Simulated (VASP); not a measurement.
# SiO2 (P4_2/mnm) in VASP: notebook

The runs below take SiO2 through single point, with LDA.

Program: VASP 6.6.1. These are calculated values, not measurements. Logs are shortened: lines on timing, memory, paths and dates and some standing lists are left out, and cuts for length are marked.

## Step 1: The cell of the first run

It takes space group P4_2/mnm (No. 136, tetragonal). The conventional cell has a = 3.780 Å, b = 3.780 Å, c = 2.701 Å, α = 90.00°, β = 90.00°, γ = 90.00°. Within 2.2 Å of Si (site symmetry mmm) lie 6 O at 1.63 to 1.70 Å. O (site symmetry m2m) has 3 Si at 1.63 to 1.70 Å and 1 O at 2.08 Å within 2.2 Å.

## Step 2: Single point, LDA (6.43 Å³/atom)

INCAR

```
PREC = Accurate
ENCUT = 520
EDIFF = 1E-6
ISMEAR = 0
SIGMA = 0.05
LREAL = F
LASPH = T
NELM = 60
ALGO = Normal
ISIF = 2
LWAVE = F
LCHARG = F
NBANDS = 25
```

KPOINTS

```
Automatic mesh
0
Gamma
  6 6 10
```

POSCAR

```
SiO2
1.0
    3.7804292839      0.0000000000      0.0000000000
    0.0000000000      3.7804292839      0.0000000000
    0.0000000000      0.0000000000      2.7007386804
Si O
2 4
Direct
    0.5000000000      0.5000000000      0.5000000000
    0.0000000000      0.0000000000      0.0000000000
    0.6944252994      0.6944252994      0.0000000000
    0.1944252994      0.8055747006      0.5000000000
    0.3055747006      0.3055747006      0.0000000000
    0.8055747006      0.1944252994      0.5000000000
```

Potentials or basis: VASP PAW LDA potentials, release 64 (Si, O).

On the command line:

```bash
$ cat potpaw_LDA.64/Si/POTCAR potpaw_LDA.64/O/POTCAR > POTCAR
$ mpirun -np 1 vasp_std > vasp.out
```

OUTCAR:

```text
PREC = Accurate
   ENCUT = 520
   EDIFF = 1E-6
   ISMEAR = 0
   LREAL = F
   LASPH = T
   NELM = 60
   ISIF = 2

 ion  position               nearest neighbor table
   1  0.500  0.500  0.500-   4 1.63   6 1.63   5 1.70   3 1.70   3 1.70   5 1.70   2 2.99   2 2.99
                             2 2.99   2 2.99   2 2.99   2 2.99   2 2.99   2 2.99
   2  0.000  0.000  0.000-   3 1.63   5 1.63   4 1.70   6 1.70   4 1.70   6 1.70   1 2.99   1 2.99
                             1 2.99   1 2.99   1 2.99   1 2.99   1 2.99   1 2.99
   3  0.694  0.694  0.000-   2 1.63   1 1.70   1 1.70
   4  0.194  0.806  0.500-   1 1.63   2 1.70   2 1.70
   5  0.306  0.306  0.000-   2 1.63   1 1.70   1 1.70
   6  0.806  0.194  0.500-   1 1.63   2 1.70   2 1.70

  LATTYP: Found a simple tetragonal cell.
 ALAT       =     3.7804292839
 C/A-ratio  =     0.7144000000

  Lattice vectors:

 A1 = (   3.7804292839,   0.0000000000,   0.0000000000)
 A2 = (   0.0000000000,   3.7804292839,   0.0000000000)
 A3 = (   0.0000000000,   0.0000000000,   2.7007386804)

Analysis of symmetry for initial positions (statically):
=====================================================================
 Subroutine PRICEL returns:
 Original cell was already a primitive cell.

 Routine SETGRP: Setting up the symmetry group for a
 simple tetragonal supercell.

 Subroutine GETGRP returns: Found 16 space group operations
 (whereof  8 operations were pure point group operations)
 out of a pool of 16 trial point group operations.

The static configuration has the point symmetry D_2h.
 The point group associated with its full space group is D_4h.

Analysis of symmetry for dynamics (positions and initial velocities):
=====================================================================
 Subroutine PRICEL returns:
 Original cell was already a primitive cell.

 Routine SETGRP: Setting up the symmetry group for a
 simple tetragonal supercell.

 Subroutine GETGRP returns: Found 16 space group operations
 (whereof  8 operations were pure point group operations)
 out of a pool of 16 trial point group operations.

The dynamic configuration has the point symmetry D_2h.
 The point group associated with its full space group is D_4h.

 Subroutine INISYM returns: Found 16 space group operations
 (whereof  8 operations are pure point group operations),
 and found     1 'primitive' translations

----------------------------------------------------------------------------------------

                                     Primitive cell

  volume of cell :      38.5980

  direct lattice vectors                    reciprocal lattice vectors
     3.780429284  0.000000000  0.000000000     0.264520224  0.000000000  0.000000000
     0.000000000  3.780429284  0.000000000     0.000000000  0.264520224  0.000000000
     0.000000000  0.000000000  2.700738680     0.000000000  0.000000000  0.370269070

  length of vectors
     3.780429284  3.780429284  2.700738680     0.264520224  0.264520224  0.370269070

  position of ions in fractional coordinates (direct lattice)
     0.500000000  0.500000000  0.500000000
     0.000000000  0.000000000  0.000000000
     0.694425299  0.694425299  0.000000000
     0.194425299  0.805574701  0.500000000
     0.305574701  0.305574701  0.000000000
     0.805574701  0.194425299  0.500000000

  ion indices of the primitive-cell ions
   primitive index   ion index
                 1           1
                 2           2
                 3           3
                 4           4
                 5           5
                 6           6

----------------------------------------------------------------------------------------

 KPOINTS: Automatic mesh

Automatic generation of k-mesh.
 Grid dimensions read from file:
 generate k-points for:    6    6   10

 Generating k-lattice:

  Cartesian coordinates                     Fractional coordinates (reciprocal lattice)
     0.044086704  0.000000000  0.000000000     0.166666667  0.000000000  0.000000000
     0.000000000  0.044086704  0.000000000     0.000000000  0.166666667  0.000000000
     0.000000000  0.000000000  0.037026907     0.000000000  0.000000000  0.100000000

  Length of vectors
     0.044086704  0.044086704  0.037026907

  Shift w.r.t. Gamma in fractional coordinates (k-lattice)
     0.000000000  0.000000000  0.000000000

 Subroutine IBZKPT returns following result:
 ===========================================

 Found     60 irreducible k-points:

 Following reciprocal coordinates:
            Coordinates               Weight
  0.000000  0.000000  0.000000      1.000000
  0.166667  0.000000  0.000000      4.000000
  0.333333  0.000000  0.000000      4.000000
  0.500000  0.000000  0.000000      2.000000
  0.166667  0.166667  0.000000      4.000000
  0.333333  0.166667  0.000000      8.000000
[... 16 lines left out ...]
  0.333333  0.000000  0.200000      8.000000
  0.500000  0.000000  0.200000      4.000000
 [... further k-points ...]
   k-points           NKPTS =     60   k-points in BZ     NKDIM =     60   number of bands    NBANDS=     25
   number of dos      NEDOS =    301   number of ions     NIONS =      6
   total plane-waves  NPLWV =  15680
   dimension x,y,z NGX =    28 NGY =   28 NGZ =   20
   dimension x,y,z NGXF=    56 NGYF=   56 NGZF=   40
   ions per type =               2   4
   NGX,Y,Z   is equivalent  to a cutoff of  12.31, 12.31, 12.31 a.u.
   NGXF,Y,Z  is equivalent  to a cutoff of  24.63, 24.63, 24.62 a.u.
 SYSTEM =  unknown system
   PREC   = accura    normal or accurate (medium, high low for compatibility)
   ISTART =      0    job   : 0-new  1-cont  2-samecut
   ICHARG =      2    charge: 1-file 2-atom 10-const
   ISPIN  =      1    spin polarized calculation?
   LNONCOLLINEAR =      F non collinear calculations
   LSORBIT =      F    spin-orbit coupling
   LASPH  =      T    aspherical Exc in radial PAW
   ENCUT  =  520.0 eV  38.22 Ry    6.18 a.u.   7.03  7.03  5.02*2*pi/ulx,y,z
   NELM   =     60;   NELMIN=  2; NELMDL= -5     # of ELM steps
   EDIFF  = 0.1E-05   stopping-criterion for ELM
   LREAL  =      F    real-space projection
   EDIFFG = 0.1E-04   stopping-criterion for IOM
   NSW    =      0    number of steps for IOM
   IBRION =     -1    ionic relax: 0-MD 1-quasi-New 2-CG
   NFREE  =      0    steps in history (QN), initial steepest desc. (CG)
   ISIF   =      2    stress and relaxation
   ISYM   =      2    0-nonsym 1-usesym 2-fastsym
   POTIM  = 0.5000    time-step for ionic-motion
   TEBEG  =    0.0;   TEEND  =   0.0 temperature during run
   PSTRESS=    0.0 pullay stress
   NELECT =      32.0000    total number of electrons
   NUPDOWN=      -1.0000    fix difference up-down
   EMIN   =  10.00;   EMAX   =-10.00  energy-range for DOS
   EFERMI =   0.00;   METHOD = LEGACY
   ISMEAR =     0;   SIGMA  =   0.05  broadening in eV -4-tet -1-fermi 0-gaus
   EFERMI_NEDOS =   21; number of points for ismear=-14 and -15
   IALGO  =     38    algorithm
   IMIX   =      4    mixing-type and parameters
     AMIX     =   0.40;   BMIX     =  1.00
     AMIX_MAG =   1.60;   BMIX_MAG =  1.00
  volume/ion in A,a.u.               =       6.43        43.41
  Fermi-wavevector in a.u.,A,eV,Ry     =   1.537930  2.906266 32.180888  2.365229
  Thomas-Fermi vector in A             =   2.644370
   LORBIT       =      0    0 simple, 1 ext, 2 COOP (PROOUT), +10 PAW based schemes
   GGA     = CA    functional components
   LHFCALC =     F    Hartree Fock is set to
   AEXX    =    0.0000 exact exchange contribution
   IVDW    =     0    specifies the selected vdW correction
   LEPSILON=     F    determine dielectric tensor
   LRPA    =     F    only Hartree local field effects (RPA)
 non-spin polarized calculation
 Gauss-broadening in eV      SIGMA  =   0.05
  energy-cutoff  :      520.00
  volume of cell :       38.60
 maximum number of plane-waves:      1072
   NGX = 15   NGY = 15   NGZ = 11

 number of electron      31.9999971 magnetization

 Free energy of the ion-electron system (eV)
  ---------------------------------------------------
  ext. energy  EPLUGINS =         0.00000000
  ---------------------------------------------------
  free energy    TOTEN  =       -49.85924168 eV

  energy without entropy =      -49.85924168  energy(sigma->0) =      -49.85924168

 E-fermi :  11.2564     XC(G=0): -13.7483

 val. band max:       10.9159302794   @ k =   0.0000   0.0000   0.0000
 cond. band min:      16.4323929490   @ k =   0.0000   0.0000   0.0000
 fundamental gap:      5.5164626696
 Fermi energy:        11.2563857045

 k-point     1 :       0.0000    0.0000    0.0000
  band No.  band energies     occupation
      1     -13.4230      2.00000
      2      -8.2981      2.00000
      3      -8.2981      2.00000
      4      -7.7962      2.00000
      5      -1.0418      2.00000
      6       2.9848      2.00000
[... 17 lines left out ...]
     24      28.7319      0.00000
     25      28.8038      0.00000

 k-point     2 :       0.1667    0.0000    0.0000
  band No.  band energies     occupation
      1     -13.2235      2.00000
      2      -9.2212      2.00000
      3      -8.1919      2.00000
      4      -7.3464      2.00000
      5      -0.8151      2.00000
      6       3.1455      2.00000
[... 17 lines left out ...]
     24      27.8207      0.00000
     25      28.0303      0.00000

 k-point     3 :       0.3333    0.0000    0.0000
  band No.  band energies     occupation
      1     -12.6371      2.00000
      2     -10.5104      2.00000
      3      -7.9037      2.00000
      4      -7.2603      2.00000
      5      -0.2365      2.00000
      6       1.7962      2.00000
[... 552 lines left out ...]
 k-point    23 :       0.3333    0.0000    0.2000
  band No.  band energies     occupation
      1     -12.1105      2.00000
      2     -10.1196      2.00000
      3      -7.7819      2.00000
      4      -7.4416      2.00000
      5       0.1428      2.00000
      6       1.9162      2.00000
[... 17 lines left out ...]
     24      25.8527      0.00000
     25      26.5445      0.00000

 k-point    24 :       0.5000    0.0000    0.2000
  band No.  band energies     occupation
      1     -11.2267      2.00000
      2     -11.2267      2.00000
      3      -7.5593      2.00000
      4      -7.5593      2.00000
      5       1.0019      2.00000
      6       1.0019      2.00000
[... 17 lines left out ...]
     24      24.5829      0.00000
     25      26.6674      0.00000

 [... further k-points ...]
[... 5 lines left out ...]
  --------------------------------------------------------------------------------------
  -------------------------------------------------------------------------------------
  Total       24.2984616     24.2984616     10.8803177     -0.0000000      0.0000000      0.0000000
  in kB     1008.6129923   1008.6129923    451.6347581     -0.0000000      0.0000000      0.0000000
  external PRESSURE =     822.9535809 kB  Pullay stress =       0.0000000 kB

 VOLUME and BASIS-vectors are now :
 -----------------------------------------------------------------------------
  energy-cutoff  :      520.00
  volume of cell :       38.60
      direct lattice vectors                 reciprocal lattice vectors
     3.780429284  0.000000000  0.000000000     0.264520224  0.000000000  0.000000000
     0.000000000  3.780429284  0.000000000     0.000000000  0.264520224  0.000000000
     0.000000000  0.000000000  2.700738680     0.000000000  0.000000000  0.370269070

 POSITION                                       TOTAL-FORCE (eV/Angst)
 -----------------------------------------------------------------------------------
      1.89021      1.89021      1.35037         0.000000     -0.000000      0.000000
      0.00000      0.00000      0.00000         0.000000     -0.000000      0.000000
      2.62523      2.62523      0.00000         0.630806      0.630806      0.000000
      0.73501      3.04542      1.35037         0.630806     -0.630806      0.000000
      1.15520      1.15520      0.00000        -0.630806     -0.630806      0.000000
      3.04542      0.73501      1.35037        -0.630806      0.630806      0.000000
 -----------------------------------------------------------------------------------
    total drift:                                0.000000      0.000000      0.000000

  FREE ENERGIE OF THE ION-ELECTRON SYSTEM (eV)
  ---------------------------------------------------
  free  energy   TOTEN  =       -49.8592416760 eV

  energy  without entropy=      -49.8592416760  energy(sigma->0) =      -49.85924168
```

Wall time 55 s (1 thread of Intel Xeon 8259CL, shared host); peak memory 0.16 GiB.

What came out:

```
Free energy            : -49.8592 eV
Pressure               : 82.3 GPa
Largest force          : 0.892 eV/Å
Band gap on the k mesh : 5.52 eV
```

Forces on the atoms (eV/Å):
```
Si   0.000  0.000  0.000
Si   0.000  0.000  0.000
O    0.631  0.631  0.000
O    0.631 -0.631  0.000
O   -0.631 -0.631  0.000
O   -0.631  0.631  0.000
```

Levels at points of the mesh, in eV from the valence-band top:
| k point | band 12 | band 13 | band 14 | band 15 | band 16 | band 17 | band 18 | band 19 | band 20 | band 21 |
| --- | --- | --- | --- | --- | --- | --- | --- | --- | --- | --- |
| (0.00, 0.00, 0.00) | -4.13 | -2.93 | -0.73 | -0.73 | 0.00 | 5.52 | 8.25 | 8.25 | 8.49 | 11.54 |
| (0.50, 0.00, 0.00) | -4.61 | -3.35 | -3.35 | -1.10 | -1.10 | 8.27 | 8.27 | 9.55 | 9.55 | 13.58 |
| (0.50, 0.50, 0.00) | -4.45 | -3.41 | -3.41 | -2.34 | -2.34 | 8.33 | 8.33 | 10.69 | 10.69 | 15.22 |
| (0.00, 0.00, 0.50) | -4.79 | -4.42 | -4.42 | -3.12 | -3.12 | 11.80 | 11.80 | 13.52 | 13.52 | 14.32 |
| (0.50, 0.00, 0.50) | -4.73 | -2.26 | -2.26 | -1.99 | -1.99 | 10.75 | 10.75 | 13.29 | 13.29 | 13.50 |
| (0.50, 0.50, 0.50) | -4.47 | -1.70 | -1.70 | -1.56 | -1.56 | 10.19 | 10.19 | 12.55 | 12.55 | 12.87 |

Caveat: the cell stands under pressure.

## Step 3: Single point, LDA (6.43 Å³/atom)

INCAR

```
ALGO = Normal
EDIFF = 1E-7
ENCUT = 520
GGA = CA
ISIF = 2
ISMEAR = 0
LASPH = T
LCHARG = T
LELF = T
LREAL = F
LVHAR = T
LWAVE = F
NBANDS = 25
NELM = 60
PREC = Accurate
SIGMA = 0.05
```

KPOINTS

```
k-points
0
Gamma
  6 6 10
```

POSCAR, as its differences from that of step 2:

```diff
@@ -2,5 +2,5 @@
 1.0
-    3.7804292839      0.0000000000      0.0000000000
-    0.0000000000      3.7804292839      0.0000000000
-    0.0000000000      0.0000000000      2.7007386804
+    3.6898721863      0.0000000000      0.0000000000
+    0.0000000000      3.6898721863      0.0000000000
+    0.0000000000      0.0000000000      2.8349288007
 Si O
```

Potentials or basis: VASP PAW LDA potentials, release 64 (Si, O).

On the command line:

```bash
$ cat potpaw_LDA.64/Si/POTCAR potpaw_LDA.64/O/POTCAR > POTCAR
$ mpirun -np 1 vasp_std > vasp.out
```

It took 71 s on 1 thread of Intel Xeon 8259CL, shared host; peak memory 0.16 GiB.

Results (log left out):

- Free energy: -48.9595 eV
- Pressure: 84.2 GPa
- Largest force: 0.401 eV/Å
- Band gap on the k mesh: 5.06 eV

Forces in eV/Å, atoms in the order of the input:
```
Si   0.000  0.000  0.000
Si   0.000  0.000  0.000
O    0.284  0.284  0.000
O    0.284 -0.284  0.000
O   -0.284 -0.284  0.000
O   -0.284  0.284  0.000
```

Stress tensor (GPa, compression positive):
```
116.73   0.00   0.00
  0.00 116.73   0.00
  0.00   0.00  19.14
```

Levels at points of the mesh, in eV from the valence-band top:
```tsv
k point	band 14	band 15	band 16	band 17	band 18	band 19
(0.00, 0.00, 0.00)	-0.42	-0.42	0.00	5.06	7.51	7.51
(0.50, 0.00, 0.00)	-3.11	-0.87	-0.87	8.01	8.01	9.07
(0.50, 0.50, 0.00)	-3.35	-1.70	-1.70	8.02	8.02	10.52
(0.00, 0.00, 0.50)	-4.09	-2.63	-2.63	12.22	12.22	12.77
(0.50, 0.00, 0.50)	-1.72	-1.54	-1.54	11.29	11.29	13.59
(0.50, 0.50, 0.50)	-1.24	-0.99	-0.99	10.59	10.59	13.07
```

Caveat: the cell stands under pressure.

## Step 4: Single point, LDA (6.43 Å³/atom)

INCAR

```
SYSTEM = SiO2
ALGO     = Normal         ! electronic algorithm
EDIFF    = 1E-6           ! SCF threshold, eV
ENCUT    = 520            ! plane-wave cutoff, eV
ISIF     = 2              ! what is computed and relaxed
ISMEAR   = 0              ! smearing method
LASPH    = .True.         ! aspherical terms in the spheres
LCHARG   = .False.        ! write CHGCAR
LREAL    = .False.        ! projectors in reciprocal space
LWAVE    = .False.        ! write WAVECAR
NBANDS   = 25             ! bands
NELM     = 100            ! most SCF steps
PREC     = Accurate       ! precision mode
SIGMA    = 0.05           ! smearing width, eV
```

KPOINTS

```
k-points
0
Gamma
  6 6 10
  0 0 0
```

POSCAR, as its differences from that of step 3:

```diff
@@ -2,5 +2,5 @@
 1.0
-    3.6898721863      0.0000000000      0.0000000000
-    0.0000000000      3.6898721863      0.0000000000
-    0.0000000000      0.0000000000      2.8349288007
+    3.9684340881      0.0000000000      0.0000000000
+    0.0000000000      3.9684340881      0.0000000000
+    0.0000000000      0.0000000000      2.4509048928
 Si O
```

On the command line:

```bash
$ cat potpaw_LDA.64/Si/POTCAR potpaw_LDA.64/O/POTCAR > POTCAR
$ mpirun -np 1 vasp_std > vasp.out
```

It took 65 s on 1 thread of Intel Xeon 8259CL, shared host; peak memory 0.16 GiB.

Results (log left out):

```yaml
Free_energy: -50.0385 eV
Pressure: 88.8 GPa
Largest_force: 1.578 eV/Å
Band_gap_on_the_k_mesh: 7.58 eV
```

Forces on the atoms (eV/Å):
```
Si   0.000  0.000  0.000
Si   0.000  0.000  0.000
O    1.116  1.116  0.000
O    1.116 -1.116  0.000
O   -1.116 -1.116  0.000
O   -1.116  1.116  0.000
```

Stress tensor (GPa, compression positive):
```
 73.90   0.00   0.00
  0.00  73.90   0.00
  0.00   0.00 118.62
```

Levels at points of the mesh, in eV from the valence-band top:
| k point | band 14 | band 15 | band 16 | band 17 | band 18 | band 19 |
| --- | --- | --- | --- | --- | --- | --- |
| (0.00, 0.00, 0.00) | -1.05 | -1.05 | 0.00 | 7.58 | 9.44 | 10.56 |
| (0.50, 0.00, 0.00) | -2.94 | -1.32 | -1.32 | 10.00 | 10.00 | 11.28 |
| (0.50, 0.50, 0.00) | -3.15 | -3.05 | -3.05 | 9.75 | 9.75 | 12.00 |
| (0.00, 0.00, 0.50) | -4.04 | -3.47 | -3.47 | 11.32 | 11.32 | 14.20 |
| (0.50, 0.00, 0.50) | -2.88 | -2.31 | -2.31 | 10.11 | 10.11 | 11.56 |
| (0.50, 0.50, 0.50) | -2.24 | -2.03 | -2.03 | 9.36 | 9.36 | 11.99 |

Caveat: the cell stands under pressure; forces of over 1 eV/Å act on the atoms, so gaps and moduli don't describe the material at rest.

## Step 5: The runs side by side

| cell | gap on the mesh (eV) | pressure (GPa) | largest force (eV/Å) |
| --- | --- | --- | --- |
| a = 3.780, b = 3.780, c = 2.701 Å, 6 atoms | 5.52 | 82.3 | 0.89 |
| a = 3.690, b = 3.690, c = 2.835 Å, 6 atoms | 5.06 | 84.2 | 0.40 |
| a = 3.968, b = 3.968, c = 2.451 Å, 6 atoms | 7.58 | 88.8 | 1.58 |

Alike in all rows: task single point; level LDA; potentials or basis VASP PAW LDA potentials, release 64 (Si, O); no spin polarisation; k mesh 6 × 6 × 10; cutoff (eV) 520; smearing gaussian 0.05 eV.

Caveats: the cell stands under pressure; forces of over 1 eV/Å act on the atoms, so gaps and moduli don't describe the material at rest (at least some runs).

Total energies depend on the potentials used, so only differences within one code and one set of settings carry meaning.
